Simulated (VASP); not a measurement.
# W (Fm-3m) in VASP: a series of runs

Runs on W. Level: PBE. Tasks: single point, relaxation of cell and atoms.

Program: VASP 6.6.1. These are calculated values, not measurements. Logs are shortened: lines on timing, memory, paths and dates and some standing lists are left out, and cuts for length are marked.

### Step 1. The cell of the first run

The structure is cubic, space group Fm-3m (No. 225). The conventional cell has a = 4.038 Å, b = 4.038 Å, c = 4.038 Å, α = 90.00°, β = 90.00°, γ = 90.00°. Within 3.8 Å of W (site symmetry m-3m) lie 12 W at 2.85 Å.

### Step 2. Single point, PBE

INCAR

```
SYSTEM = W
PREC = Accurate ; ENCUT = 520
EDIFF = 1E-7 ; ISMEAR = -1
SIGMA = 0.05 ; LREAL = .FALSE.
LASPH = .TRUE. ; NELM = 60
ALGO = Normal ; ISIF = 2
LWAVE = .FALSE. ; LCHARG = .FALSE.
GGA = PE ; NBANDS = 13
```

KPOINTS

```
regular mesh
0
G
  17 17 17
  0 0 0
```

POSCAR

```
W
1.0
    0.0000000000      2.0187547401      2.0187547401
    2.0187547401      0.0000000000      2.0187547401
    2.0187547401      2.0187547401      0.0000000000
W
1
Direct
    0.0000000000      0.0000000000      0.0000000000
```

Potentials or basis: VASP PAW PBE potentials, release 64 (W_sv).

Started as:

```bash
cat potpaw_PBE.64/W_sv/POTCAR > POTCAR
mpirun -np 1 vasp_std > vasp.out
```

OUTCAR:

```text
SYSTEM = W
   PREC = Accurate
   ENCUT = 520
   EDIFF = 1E-7
   ISMEAR = -1
   LREAL = .FALSE.
   LASPH = .TRUE.
   NELM = 60
   ISIF = 2
   GGA = PE

 ion  position               nearest neighbor table
   1  0.000  0.000  0.000-

  LATTYP: Found a face centered cubic cell.
 ALAT       =     4.0375094802

  Lattice vectors:

 A1 = (   0.0000000000,   2.0187547401,   2.0187547401)
 A2 = (   2.0187547401,   0.0000000000,   2.0187547401)
 A3 = (   2.0187547401,   2.0187547401,   0.0000000000)

Analysis of symmetry for initial positions (statically):
=====================================================================
 Subroutine PRICEL returns:
 Original cell was already a primitive cell.

 Routine SETGRP: Setting up the symmetry group for a
 face centered cubic supercell.

 Subroutine GETGRP returns: Found 48 space group operations
 (whereof 48 operations were pure point group operations)
 out of a pool of 48 trial point group operations.

The static configuration has the point symmetry O_h .

Analysis of symmetry for dynamics (positions and initial velocities):
=====================================================================
 Subroutine PRICEL returns:
 Original cell was already a primitive cell.

 Routine SETGRP: Setting up the symmetry group for a
 face centered cubic supercell.

 Subroutine GETGRP returns: Found 48 space group operations
 (whereof 48 operations were pure point group operations)
 out of a pool of 48 trial point group operations.

The dynamic configuration has the point symmetry O_h .

 Subroutine INISYM returns: Found 48 space group operations
 (whereof 48 operations are pure point group operations),
 and found     1 'primitive' translations

----------------------------------------------------------------------------------------

                                     Primitive cell

  volume of cell :      16.4543

  direct lattice vectors                    reciprocal lattice vectors
     0.000000000  2.018754740  2.018754740    -0.247677437  0.247677437  0.247677437
     2.018754740  0.000000000  2.018754740     0.247677437 -0.247677437  0.247677437
     2.018754740  2.018754740  0.000000000     0.247677437  0.247677437 -0.247677437

  length of vectors
     2.854950333  2.854950333  2.854950333     0.428989905  0.428989905  0.428989905

  position of ions in fractional coordinates (direct lattice)
     0.000000000  0.000000000  0.000000000

  ion indices of the primitive-cell ions
[... 80 lines left out ...]
   ISIF   =      2    stress and relaxation
   ISYM   =      2    0-nonsym 1-usesym 2-fastsym
   POTIM  = 0.5000    time-step for ionic-motion
   TEBEG  =    0.0;   TEEND  =   0.0 temperature during run
   PSTRESS=    0.0 pullay stress
   NELECT =      14.0000    total number of electrons
   NUPDOWN=      -1.0000    fix difference up-down
   EMIN   =  10.00;   EMAX   =-10.00  energy-range for DOS
   EFERMI =   0.00;   METHOD = LEGACY
   ISMEAR =    -1;   SIGMA  =   0.05  broadening in eV -4-tet -1-fermi 0-gaus
   EFERMI_NEDOS =   21; number of points for ismear=-14 and -15
   IALGO  =     38    algorithm
   IMIX   =      4    mixing-type and parameters
     AMIX     =   0.40;   BMIX     =  1.00
     AMIX_MAG =   1.60;   BMIX_MAG =  1.00
  volume/ion in A,a.u.               =      16.45       111.04
  Fermi-wavevector in a.u.,A,eV,Ry     =   1.551282  2.931497 32.742071  2.406474
  Thomas-Fermi vector in A             =   2.655823
   LORBIT       =      0    0 simple, 1 ext, 2 COOP (PROOUT), +10 PAW based schemes
   GGA     = PE    functional components
   LHFCALC =     F    Hartree Fock is set to
   AEXX    =    0.0000 exact exchange contribution
   IVDW    =     0    specifies the selected vdW correction
   LEPSILON=     F    determine dielectric tensor
   LRPA    =     F    only Hartree local field effects (RPA)
 non-spin polarized calculation
  energy-cutoff  :      520.00
  volume of cell :       16.45
 maximum number of plane-waves:       459
 NGX is ok and might be reduce to    24
   NGX = 11   NGY = 11   NGZ = 11

 number of electron      14.0000002 magnetization

 Free energy of the ion-electron system (eV)
  ---------------------------------------------------
  ext. energy  EPLUGINS =         0.00000000
  ---------------------------------------------------
  free energy    TOTEN  =       -12.47416317 eV

  energy without entropy =      -12.46227622  energy(sigma->0) =      -12.46821969

 E-fermi :  10.4535     XC(G=0): -13.4209

 val. band max:       10.4448075073   @ k =  -0.2941   0.1176   0.0000
 cond. band min:      10.4545334133   @ k =   0.4706   0.3529   0.0588
 fundamental gap:      0.0097259061
 Fermi energy:        10.4535160709

 k-point     1 :       0.0000    0.0000    0.0000
  band No.  band energies     occupation
      1     -63.2253      2.00000
      2     -26.8594      2.00000
      3     -26.8594      2.00000
      4     -26.8594      2.00000
      5       1.4746      2.00000
      6       9.8997      1.99997
      7       9.8997      1.99997
      8       9.8997      1.99997
      9      13.0126      0.00000
     10      13.0126      0.00000
     11      23.2382      0.00000
     12      28.4413      0.00000
     13      28.4413      0.00000
[... 354 lines left out ...]
  band No.  band energies     occupation
      1     -63.2042      2.00000
      2     -27.0866      2.00000
      3     -26.9178      2.00000
      4     -26.8785      2.00000
      5       2.3910      2.00000
      6       9.2494      2.00000
      7      10.2894      1.92762
      8      10.2953      1.91889
      9      12.4109      0.00000
     10      13.0510      0.00000
     11      24.9147      0.00000
     12      26.1804      0.00000
     13      29.3568      0.00000

 [... further k-points ...]

------------------------ aborting loop because EDIFF is reached ----------------------------------------

  FORCE on cell =-STRESS in cart. coord.  units (eV):
  Direction    XX          YY          ZZ          XY          YZ          ZX
  --------------------------------------------------------------------------------------
  -------------------------------------------------------------------------------------
  Total        0.0527324      0.0527324      0.0527324      0.0000000     -0.0000000     -0.0000000
  in kB        5.1346126      5.1346126      5.1346126      0.0000000     -0.0000000     -0.0000000
  external PRESSURE =       5.1346126 kB  Pullay stress =       0.0000000 kB

 VOLUME and BASIS-vectors are now :
 -----------------------------------------------------------------------------
  energy-cutoff  :      520.00
  volume of cell :       16.45
      direct lattice vectors                 reciprocal lattice vectors
     0.000000000  2.018754740  2.018754740    -0.247677437  0.247677437  0.247677437
     2.018754740  0.000000000  2.018754740     0.247677437 -0.247677437  0.247677437
     2.018754740  2.018754740  0.000000000     0.247677437  0.247677437 -0.247677437

 POSITION                                       TOTAL-FORCE (eV/Angst)
 -----------------------------------------------------------------------------------
      0.00000      0.00000      0.00000         0.000000      0.000000     -0.000000
 -----------------------------------------------------------------------------------
    total drift:                               -0.000000      0.000000     -0.000000

  FREE ENERGIE OF THE ION-ELECTRON SYSTEM (eV)
  ---------------------------------------------------
  free  energy   TOTEN  =       -12.4741631682 eV

  energy  without entropy=      -12.4622762204  energy(sigma->0) =      -12.46821969
```

It took 13 s on 1 thread of Intel Xeon 6975P-C (Granite Rapids), shared host; peak memory 0.16 GiB.

What came out:

```yaml
Free_energy: -12.4742 eV
Pressure: 0.5 GPa
Band_gap_on_the_k_mesh: zero (band 7 reaches 13.32 eV, above the bottom of band 8 at 9.90 eV)
```

Caveat: spin-orbit coupling is left out, which moves the levels of the heavy elements.

### Step 3. Relaxation of cell and atoms, PBE, target pressure 430 GPa, at which the enthalpy is minimised

This run uses another cell than the first one, of 9.58 Å³/atom, 0.582 times its volume.

INCAR

```
SYSTEM = W
PREC = Accurate ; ENCUT = 600
EDIFF = 1E-7 ; ISMEAR = -1
SIGMA = 0.05 ; LREAL = .FALSE.
LASPH = .TRUE. ; NELM = 60
ALGO = Normal ; ISIF = 3
LWAVE = .FALSE. ; LCHARG = .FALSE.
GGA = PE ; IBRION = 2
NSW = 60 ; EDIFFG = -0.005
PSTRESS = 4300.0
```

KPOINTS

```
regular mesh
0
G
  20 20 20
  0 0 0
```

POSCAR

```
W
1.0
    0.0000000000      1.6854836899      1.6854836899
    1.6854836899      0.0000000000      1.6854836899
    1.6854836899      1.6854836899      0.0000000000
W
1
Direct
    0.0000000000      0.0000000000      0.0000000000
```

Potentials or basis: VASP PAW PBE potentials, release 64 (W_sv).

Started as:

```bash
cat potpaw_PBE.64/W_sv/POTCAR > POTCAR
mpirun -np 1 vasp_std > vasp.out
```

Wall time 39 s (1 thread of Intel Xeon 6975P-C (Granite Rapids), shared host); peak memory 0.17 GiB.

Results (log left out):

- Free energy: -6.6031 eV
- Relaxed volume: 9.68 Å³/atom
- Relaxed cell: a = 2.392 Å, b = 2.392 Å, c = 2.392 Å, α = 60.00°, β = 60.00°, γ = 60.00°
- Space group after relaxing (to 0.05 Å): Fm-3m (No. 225)
- Energy change on relaxing (the enthalpy is what falls): -271.1 meV/atom
- Ionic steps: 4
- Pressure after relaxing: 430.0 GPa
- Band gap on the k mesh: zero (band 7 reaches 28.39 eV, above the bottom of band 8 at 17.55 eV)

Step by step:
| step | energy change (eV) | largest force (eV/Å) | pressure (GPa) | volume (Å³) |
| --- | --- | --- | --- | --- |
| 1 | 0.0000 | 0.0000 | 447.09 | 9.58 |
| 2 | -3.1327 | 0.0000 | 247.04 | 11.06 |
| 3 | -0.2909 | 0.0000 | 428.74 | 9.68 |
| 4 | -0.2711 | 0.0000 | 429.98 | 9.68 |

Final structure:
```
W
1.0
     0.00000    1.69127    1.69127
     1.69127    0.00000    1.69127
     1.69127    1.69127    0.00000
W
1
Direct
  0.00000 0.00000 0.00000
```

Levels at points of the mesh, in eV from the Fermi level:
| k point | band 5 | band 6 | band 7 | band 8 | band 9 | band 10 |
| --- | --- | --- | --- | --- | --- | --- |
| (0.00, 0.00, 0.00) | -11.09 | -2.08 | -2.08 | -2.08 | 4.27 | 4.27 |
| (0.50, 0.00, 0.00) | -9.33 | -2.67 | -2.67 | 4.07 | 9.49 | 9.49 |
| (0.50, 0.50, 0.00) | -10.79 | -9.50 | 8.75 | 9.55 | 11.18 | 11.18 |

Caveat: the cell is relaxed towards a set pressure, so the enthalpy falls and the energy may rise; spin-orbit coupling is left out, which moves the levels of the heavy elements.

### Step 4. Relaxation of cell and atoms, PBE, target pressure 430 GPa, at which the enthalpy is minimised

This run uses another cell than the first one, of 9.58 Å³/atom, 0.582 times its volume.

INCAR

```
ALGO = Normal
EDIFF = 1E-7
EDIFFG = -0.005
ENCUT = 600
GGA = PE
IBRION = 2
ISIF = 3
ISMEAR = -1
LASPH = T
LCHARG = F
LREAL = F
LWAVE = F
NELM = 80
NSW = 32
PREC = Accurate
PSTRESS = 4300.0
SIGMA = 0.05
```

KPOINTS

```
k-points
0
Gamma
  20 20 20
```

POSCAR

```
W
1.0
    0.0000000000      1.6856236245      1.6856236245
    1.6856236245      0.0000000000      1.6856236245
    1.6856236245      1.6856236245      0.0000000000
W
1
Direct
    0.0000000000      0.0000000000      0.0000000000
```

Potentials or basis: VASP PAW PBE potentials, release 64 (W_sv).

Started as:

```bash
cat potpaw_PBE.64/W_sv/POTCAR > POTCAR
mpirun -np 1 vasp_std > vasp.out
```

OUTCAR:

```text
EDIFF = 1E-7
   EDIFFG = -0.005
   ENCUT = 600
   GGA = PE
   IBRION = 2
   ISIF = 3
   ISMEAR = -1
   LASPH = T
   LREAL = F
   NELM = 80
   NSW = 32
   PREC = Accurate
   PSTRESS = 4300.0

 ion  position               nearest neighbor table
   1  0.000  0.000  0.000-

  LATTYP: Found a face centered cubic cell.
 ALAT       =     3.3712472490

  Lattice vectors:

 A1 = (   0.0000000000,   1.6856236245,   1.6856236245)
 A2 = (   1.6856236245,   0.0000000000,   1.6856236245)
 A3 = (   1.6856236245,   1.6856236245,   0.0000000000)

Analysis of symmetry for initial positions (statically):
=====================================================================
 Subroutine PRICEL returns:
 Original cell was already a primitive cell.

 Routine SETGRP: Setting up the symmetry group for a
 face centered cubic supercell.

 Subroutine GETGRP returns: Found 48 space group operations
 (whereof 48 operations were pure point group operations)
 out of a pool of 48 trial point group operations.

The static configuration has the point symmetry O_h .

Analysis of symmetry for dynamics (positions and initial velocities):
=====================================================================
 Subroutine PRICEL returns:
 Original cell was already a primitive cell.

 Routine SETGRP: Setting up the symmetry group for a
 face centered cubic supercell.

 Subroutine GETGRP returns: Found 48 space group operations
 (whereof 48 operations were pure point group operations)
 out of a pool of 48 trial point group operations.

The dynamic configuration has the point symmetry O_h .

 Subroutine INISYM returns: Found 48 space group operations
 (whereof 48 operations are pure point group operations),
 and found     1 'primitive' translations

[... 125 lines left out ...]
  energy-cutoff  :      600.00
  volume of cell :        9.58
 maximum number of plane-waves:       332
   NGX =  9   NGY =  9   NGZ =  9

--------------------------------------- Ionic step        1  -------------------------------------------

 number of electron      14.0000002 magnetization

 Free energy of the ion-electron system (eV)
  ---------------------------------------------------
  ext. energy  EPLUGINS =         0.00000000
  ---------------------------------------------------
  free energy    TOTEN  =        -6.33873088 eV

  energy without entropy =       -6.33374845  energy(sigma->0) =       -6.33623967

------------------------ aborting loop because EDIFF is reached ----------------------------------------

  FORCE on cell =-STRESS in cart. coord.  units (eV):
  Direction    XX          YY          ZZ          XY          YZ          ZX
  --------------------------------------------------------------------------------------
  -------------------------------------------------------------------------------------
  Total       26.7050135     26.7050135     26.7050135      0.0000000      0.0000000      0.0000000
  in kB     4466.7491149   4466.7491149   4466.7491149      0.0000000      0.0000000      0.0000000
  external PRESSURE =     166.7491149 kB  Pullay stress =    4300.0000000 kB
[... 98 lines left out ...]
--------------------------------------- Ionic step        4  -------------------------------------------

 number of electron      14.0000002 magnetization

 Free energy of the ion-electron system (eV)
  ---------------------------------------------------
  ext. energy  EPLUGINS =         0.00000000
  ---------------------------------------------------
  free energy    TOTEN  =        -6.60314809 eV

  energy without entropy =       -6.59827771  energy(sigma->0) =       -6.60071290

 E-fermi :  19.6318     XC(G=0): -16.6542

 val. band max:       19.6212374885   @ k =  -0.2000   0.1500   0.0000
 cond. band min:      19.6381321745   @ k =   0.3500   0.2500   0.0000
 fundamental gap:      0.0168946860
 Fermi energy:        19.6317507378

 k-point     1 :       0.0000    0.0000    0.0000
  band No.  band energies     occupation
      1     -54.3632      2.00000
      2     -15.9617      2.00000
      3     -15.9617      2.00000
      4     -15.9617      2.00000
      5       8.5460      2.00000
      6      17.5509      2.00000
      7      17.5509      2.00000
      8      17.5509      2.00000
      9      23.9026      0.00000
     10      23.9026      0.00000
     11      32.3123      0.00000
[... 309 lines left out ...]
 k-point    24 :      -0.3500    0.0500    0.0000
  band No.  band energies     occupation
      1     -53.5691      2.00000
      2     -20.7385      2.00000
      3     -16.7281      2.00000
      4     -16.5116      2.00000
      5      10.9512      2.00000
      6      17.3093      2.00000
      7      17.5437      2.00000
      8      20.8265      0.00000
      9      25.7922      0.00000
     10      27.9200      0.00000
     11      32.6087      0.00000

 [... further k-points ...]

------------------------ aborting loop because EDIFF is reached ----------------------------------------

  FORCE on cell =-STRESS in cart. coord.  units (eV):
  Direction    XX          YY          ZZ          XY          YZ          ZX
  --------------------------------------------------------------------------------------
  -------------------------------------------------------------------------------------
  Total       25.9665480     25.9665480     25.9665480     -0.0000000      0.0000000     -0.0000000
  in kB     4299.8401118   4299.8401118   4299.8401118     -0.0000000      0.0000000     -0.0000000
  external PRESSURE =      -0.1598882 kB  Pullay stress =    4300.0000000 kB
[... 20 lines left out ...]
  energy  without entropy=       -6.5982777080  energy(sigma->0) =       -6.60071290

  enthalpy is  TOTEN    =        19.3643654540 eV   P V=       25.9675135419

 reached required accuracy - stopping structural energy minimisation
```

OSZICAR:

```text
N       E                     dE             d eps       ncg     rms          rms(c)
DAV:   1     0.855475575053E+02    0.85548E+02   -0.85738E+03  5688   0.172E+03
[... 34 lines left out ...]
   3 F= 0.19364393E+02 E0= 0.19366823E+02  d E =-.495955E-02
       N       E                     dE             d eps       ncg     rms          rms(c)
DAV:   1    -0.660320200031E+01    0.18750E-01   -0.14710E-03  5977   0.674E-01    0.179E-01
DAV:   2    -0.660315698691E+01    0.45013E-04   -0.53530E-05  5650   0.115E-01    0.531E-02
DAV:   3    -0.660314722397E+01    0.97629E-05   -0.23651E-05  5863   0.746E-02    0.219E-02
DAV:   4    -0.660314817342E+01   -0.94946E-06   -0.90777E-07  5767   0.126E-02    0.475E-03
DAV:   5    -0.660314808793E+01    0.85490E-07   -0.40012E-08  3014   0.319E-03
   4 F= 0.19364365E+02 E0= 0.19366801E+02  d E =-.498689E-02
```

Wall time 40 s (1 thread of Intel Xeon 6975P-C (Granite Rapids), shared host); peak memory 0.16 GiB.

Results:

```yaml
Free_energy: -6.6031 eV
Relaxed_volume: 9.68 Å³/atom
Relaxed_cell: a = 2.392 Å, b = 2.392 Å, c = 2.392 Å, α = 60.00°, β = 60.00°, γ = 60.00°
Space_group_after_relaxing_to_0.05_Å: Fm-3m (No. 225)
Energy_change_on_relaxing_the_enthalpy_is_what_falls: -264.4 meV/atom
Ionic_steps: 4
Pressure_after_relaxing: 430.0 GPa
Band_gap_on_the_k_mesh: zero (band 7 reaches 28.39 eV, above the bottom of band 8 at 17.55 eV)
```

Step by step:
```csv
step,energy change (eV),largest force (eV/Å),pressure (GPa),volume (Å³)
1,0.0000,0.0000,446.67,9.58
2,-3.0717,0.0000,250.58,11.03
3,-0.2832,0.0000,428.81,9.68
4,-0.2644,0.0000,429.98,9.68
```

Final structure:
```xyz
1
Lattice="0.0000 1.6913 1.6913 1.6913 0.0000 1.6913 1.6913 1.6913 0.0000" Properties=species:S:1:pos:R:3 pbc="T T T"
W     0.0000    0.0000    0.0000
```

Levels at points of the mesh, in eV from the Fermi level:
| k point | band 3 | band 4 | band 5 | band 6 | band 7 | band 8 | band 9 | band 10 | band 11 |
| --- | --- | --- | --- | --- | --- | --- | --- | --- | --- |
| (0.00, 0.00, 0.00) | -35.59 | -35.59 | -11.09 | -2.08 | -2.08 | -2.08 | 4.27 | 4.27 | 12.68 |
| (0.50, 0.00, 0.00) | -36.29 | -36.29 | -9.33 | -2.67 | -2.67 | 4.07 | 9.49 | 9.49 | 13.05 |
| (0.50, 0.50, 0.00) | -37.58 | -37.58 | -10.79 | -9.50 | 8.75 | 9.55 | 11.18 | 11.18 | 17.62 |

Caveat: the cell is relaxed towards a set pressure, so the enthalpy falls and the energy may rise; spin-orbit coupling is left out, which moves the levels of the heavy elements.
